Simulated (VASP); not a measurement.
# Bi2Te3 (R3m) in VASP: single point with PBEsol

Aim: the single point of Bi2Te3 with PBEsol.

Program: VASP 6.6.1. These are calculated values, not measurements. Logs are shortened: lines on timing, memory, paths and dates and some standing lists are left out, and cuts for length are marked.

## Step 1: The cell of the first run

It takes space group R3m (No. 160, trigonal). Conventional cell: a = 4.541 Å, b = 4.541 Å, c = 28.227 Å, α = 90.00°, β = 90.00°, γ = 120.00°. Bi (site symmetry 3m) has 3 Te at 3.04 Å and 3 Bi at 3.40 Å within 4.0 Å. Bi (site symmetry 3m) has 9 Te at 3.26 to 4.54 Å and 9 Bi at 3.40 to 4.54 Å within 4.6 Å. Te (site symmetry 3m) has 6 Te at 3.06 to 3.42 Å within 4.0 Å. Within 4.0 Å of Te (site symmetry 3m) lie 3 Bi at 3.04 Å and 3 Te at 3.42 Å. Te (site symmetry 3m) has 3 Te at 3.06 Å and 3 Bi at 3.26 Å within 4.0 Å.

## Step 2: Single point, PBEsol

INCAR reads:

```
SYSTEM = Bi2Te3
ALGO     = Normal         ! electronic algorithm
EDIFF    = 1E-7           ! SCF threshold, eV
ENCUT    = 520            ! plane-wave cutoff, eV
GGA      = PS             ! functional
ISIF     = 2              ! what is computed and relaxed
ISMEAR   = 0              ! smearing method
LASPH    = .True.         ! aspherical terms in the spheres
LCHARG   = .True.         ! write CHGCAR
LELF     = .True.         ! ELF
LREAL    = .False.        ! projectors in reciprocal space
LVHAR    = .True.       
LWAVE    = .False.        ! write WAVECAR
NBANDS   = 32             ! bands
NELM     = 100            ! most SCF steps
PREC     = Accurate       ! precision mode
SIGMA    = 0.15           ! smearing width, eV
```

KPOINTS reads:

```
k-points
0
Gamma
  12 12 12
  0 0 0
```

POSCAR reads:

```
Bi2Te3
1.0
    2.2707450408      1.3110152606      9.4088438540
   -2.2707450408      1.3110152606      9.4088438540
    0.0000000000     -2.6220305212      9.4088438540
Bi Te
2 3
Direct
    0.8120000000      0.8120000000      0.8120000000
    0.4020000000      0.4020000000      0.4020000000
    0.6110000000      0.6110000000      0.6110000000
    0.2000000000      0.2000000000      0.2000000000
    0.0000000000      0.0000000000      0.0000000000
```

Potentials or basis: VASP PAW PBE potentials, release 64 (Bi_d, Te).

Started as:

```sh
$ cat potpaw_PBE.64/Bi_d/POTCAR potpaw_PBE.64/Te/POTCAR > POTCAR
$ mpirun -np 1 vasp_std > vasp.out
```

OUTCAR:

```text
SYSTEM = Bi2Te3
   EDIFF = 1E-7
   ENCUT = 520
   GGA = PS
   ISIF = 2
   ISMEAR = 0
   LASPH = .True.
   LREAL = .False.
   NELM = 100
   PREC = Accurate

 ion  position               nearest neighbor table
   1  0.812  0.812  0.812-   4 3.04   4 3.04   4 3.04   2 3.40   2 3.40   2 3.40
   2  0.402  0.402  0.402-   5 3.26   5 3.26   5 3.26   1 3.40   1 3.40   1 3.40
   3  0.611  0.611  0.611-   5 3.06   5 3.06   5 3.06   4 3.42   4 3.42   4 3.42
   4  0.200  0.200  0.200-   1 3.04   1 3.04   1 3.04   3 3.42   3 3.42   3 3.42
   5  0.000  0.000  0.000-   3 3.06   3 3.06   3 3.06   2 3.26   2 3.26   2 3.26

  LATTYP: Found a trigonal (rhomboedric) cell.
 ALAT       =     9.7673633455
 COS(alpha) =     0.8919033943

  Lattice vectors:

 A1 = (   2.2707450408,   1.3110152606,   9.4088438540)
 A2 = (  -2.2707450408,   1.3110152606,   9.4088438540)
 A3 = (   0.0000000000,  -2.6220305212,   9.4088438540)

Analysis of symmetry for initial positions (statically):
=====================================================================
 Subroutine PRICEL returns:
 Original cell was already a primitive cell.

 Routine SETGRP: Setting up the symmetry group for a
 trigonal (rhombohedral) supercell.

 Subroutine GETGRP returns: Found  6 space group operations
 (whereof  6 operations were pure point group operations)
 out of a pool of 12 trial point group operations.

The static configuration has the point symmetry C_3v.

Analysis of symmetry for dynamics (positions and initial velocities):
=====================================================================
 Subroutine PRICEL returns:
 Original cell was already a primitive cell.

 Routine SETGRP: Setting up the symmetry group for a
 trigonal (rhombohedral) supercell.

 Subroutine GETGRP returns: Found  6 space group operations
 (whereof  6 operations were pure point group operations)
 out of a pool of 12 trial point group operations.

The dynamic configuration has the point symmetry C_3v.

 Subroutine INISYM returns: Found  6 space group operations
 (whereof  6 operations are pure point group operations),
 and found     1 'primitive' translations

----------------------------------------------------------------------------------------

                                     Primitive cell

  volume of cell :     168.0597
[... 94 lines left out ...]
   NELM   =    100;   NELMIN=  2; NELMDL= -5     # of ELM steps
   EDIFF  = 0.1E-06   stopping-criterion for ELM
   LREAL  =      F    real-space projection
   EDIFFG = 0.1E-05   stopping-criterion for IOM
   NSW    =      0    number of steps for IOM
   IBRION =     -1    ionic relax: 0-MD 1-quasi-New 2-CG
   NFREE  =      0    steps in history (QN), initial steepest desc. (CG)
   ISIF   =      2    stress and relaxation
   ISYM   =      2    0-nonsym 1-usesym 2-fastsym
   POTIM  = 0.5000    time-step for ionic-motion
   TEBEG  =    0.0;   TEEND  =   0.0 temperature during run
   PSTRESS=    0.0 pullay stress
   NELECT =      48.0000    total number of electrons
   NUPDOWN=      -1.0000    fix difference up-down
   EMIN   =  10.00;   EMAX   =-10.00  energy-range for DOS
   EFERMI =   0.00;   METHOD = LEGACY
   ISMEAR =     0;   SIGMA  =   0.15  broadening in eV -4-tet -1-fermi 0-gaus
   EFERMI_NEDOS =   21; number of points for ismear=-14 and -15
   IALGO  =     38    algorithm
   IMIX   =      4    mixing-type and parameters
     AMIX     =   0.40;   BMIX     =  1.00
     AMIX_MAG =   1.60;   BMIX_MAG =  1.00
  volume/ion in A,a.u.               =      33.61       226.82
  Fermi-wavevector in a.u.,A,eV,Ry     =   1.078121  2.037353 15.814652  1.162344
  Thomas-Fermi vector in A             =   2.214051
   LORBIT       =      0    0 simple, 1 ext, 2 COOP (PROOUT), +10 PAW based schemes
   GGA     = PS    functional components
   LHFCALC =     F    Hartree Fock is set to
   AEXX    =    0.0000 exact exchange contribution
   IVDW    =     0    specifies the selected vdW correction
   LEPSILON=     F    determine dielectric tensor
   LRPA    =     F    only Hartree local field effects (RPA)
 non-spin polarized calculation
 Gauss-broadening in eV      SIGMA  =   0.15
  energy-cutoff  :      520.00
  volume of cell :      168.06
 maximum number of plane-waves:      4567
 NGX is ok and might be reduce to    80
   NGX = 37   NGY = 37   NGZ = 37

 number of electron      48.0000001 magnetization

 Free energy of the ion-electron system (eV)
  ---------------------------------------------------
  ext. energy  EPLUGINS =         0.00000000
  ---------------------------------------------------
  free energy    TOTEN  =       -18.93379207 eV

  energy without entropy =      -18.90264324  energy(sigma->0) =      -18.91821766

 E-fermi :   6.2672     XC(G=0):  -9.5566

 val. band max:        6.2625763572   @ k =   0.4167   0.1667   0.0833
 cond. band min:       6.2703739550   @ k =   0.5000   0.5000   0.0000
 fundamental gap:      0.0077975978
 Fermi energy:         6.2671625810

 k-point     1 :       0.0000    0.0000    0.0000
  band No.  band energies     occupation
      1     -16.6964      2.00000
      2     -16.6964      2.00000
      3     -16.6652      2.00000
      4     -16.6652      2.00000
      5     -16.6565      2.00000
      6     -16.2278      2.00000
[... 829 lines left out ...]
     31      10.2819      0.00000
     32      10.7950      0.00000

 [... further k-points ...]

------------------------ aborting loop because EDIFF is reached ----------------------------------------

  FORCE on cell =-STRESS in cart. coord.  units (eV):
  Direction    XX          YY          ZZ          XY          YZ          ZX
  --------------------------------------------------------------------------------------
  -------------------------------------------------------------------------------------
  Total       -0.8494781     -0.8494781     -0.8761732      0.0000000      0.0000000     -0.0000000
  in kB       -8.0983980     -8.0983980     -8.3528931      0.0000000      0.0000000     -0.0000000
  external PRESSURE =      -8.1832297 kB  Pullay stress =       0.0000000 kB

 VOLUME and BASIS-vectors are now :
 -----------------------------------------------------------------------------
  energy-cutoff  :      520.00
  volume of cell :      168.06
      direct lattice vectors                 reciprocal lattice vectors
     2.270745041  1.311015261  9.408843854     0.220192048  0.127127938  0.035427661
    -2.270745041  1.311015261  9.408843854    -0.220192048  0.127127938  0.035427661
     0.000000000 -2.622030521  9.408843854     0.000000000 -0.254255876  0.035427661

 POSITION                                       TOTAL-FORCE (eV/Angst)
 -----------------------------------------------------------------------------------
      0.00000      0.00000     22.91994         0.000000     -0.000000     -0.825794
      0.00000      0.00000     11.34707         0.000000     -0.000000     -0.284254
      0.00000      0.00000     17.24641         0.000000      0.000000     -0.702830
      0.00000      0.00000      5.64531         0.000000      0.000000      0.828115
      0.00000      0.00000      0.00000         0.000000     -0.000000      0.984762
 -----------------------------------------------------------------------------------
    total drift:                               -0.000000      0.000000      0.000421

  FREE ENERGIE OF THE ION-ELECTRON SYSTEM (eV)
  ---------------------------------------------------
  free  energy   TOTEN  =       -18.9337920731 eV

  energy  without entropy=      -18.9026432372  energy(sigma->0) =      -18.91821766
```

OSZICAR:

```text
N       E                     dE             d eps       ncg     rms          rms(c)
DAV:   1     0.432260556335E+03    0.43226E+03   -0.21640E+04 12096   0.145E+03
DAV:   2     0.263960554619E+02   -0.40586E+03   -0.39044E+03 12616   0.378E+02
DAV:   3    -0.170418195120E+02   -0.43438E+02   -0.41654E+02 15328   0.136E+02
DAV:   4    -0.188948956802E+02   -0.18531E+01   -0.18420E+01 13664   0.302E+01
DAV:   5    -0.189818987344E+02   -0.87003E-01   -0.86987E-01 17856   0.646E+00    0.134E+01
DAV:   6    -0.189335889636E+02    0.48310E-01   -0.67542E-02 14584   0.489E+00    0.839E+00
DAV:   7    -0.189352409125E+02   -0.16519E-02   -0.78050E-02 14632   0.194E+00    0.670E-01
DAV:   8    -0.189340194890E+02    0.12214E-02   -0.52400E-03 13888   0.592E-01    0.481E-01
DAV:   9    -0.189338463792E+02    0.17311E-03   -0.17615E-03 14160   0.337E-01    0.194E-01
DAV:  10    -0.189337956109E+02    0.50768E-04   -0.22086E-04 14304   0.141E-01    0.636E-02
DAV:  11    -0.189337946146E+02    0.99633E-06   -0.45912E-05 15056   0.388E-02    0.261E-02
DAV:  12    -0.189337924198E+02    0.21948E-05   -0.15122E-05 14272   0.305E-02    0.204E-02
DAV:  13    -0.189337920754E+02    0.34443E-06   -0.14219E-06 15136   0.109E-02    0.370E-03
DAV:  14    -0.189337920731E+02    0.22792E-08   -0.41237E-07 11456   0.328E-03
   1 F= -.18933792E+02 E0= -.18918218E+02  d E =-.311488E-01
```

stdout:

```text
POSCAR found type information on POSCAR BiTe
 POSCAR found :  2 types and       5 ions
 scaLAPACK will be used
 -----------------------------------------------------------------------------
|                                                                             |
|                                                                             |
|     You enforced a specific xc type in the INCAR file but a different       |
|     I HOPE YOU KNOW WHAT YOU ARE DOING!                                     |
|                                                                             |
 -----------------------------------------------------------------------------

 LDA part: xc-table for (Slater+PW92), standard interpolation
 POSCAR, INCAR and KPOINTS ok, starting setup
 FFT: planning ... GRIDC
 FFT: planning ... GRID_SOFT
 FFT: planning ... GRID
 WAVECAR not read
 entering main loop
```

Wall time 84 min (1 thread of Intel Xeon Platinum 8488C (Sapphire Rapids), shared host); peak memory 1.5 GiB.

What came out:

```
Free energy            : -18.9338 eV
Pressure               : -0.8 GPa
Largest force          : 0.985 eV/Å
Band gap on the k mesh : zero (bands 24 and 25 overlap by 0.41 eV)
```

Forces on the atoms (eV/Å):
```
Bi   0.000  0.000 -0.826
Bi   0.000  0.000 -0.284
Te   0.000  0.000 -0.703
Te   0.000  0.000  0.828
Te   0.000  0.000  0.985
```

Caveat: the PAW data sets were made with another functional, which shifts forces and pressure a little; spin-orbit coupling is left out, which moves the levels of the heavy elements.
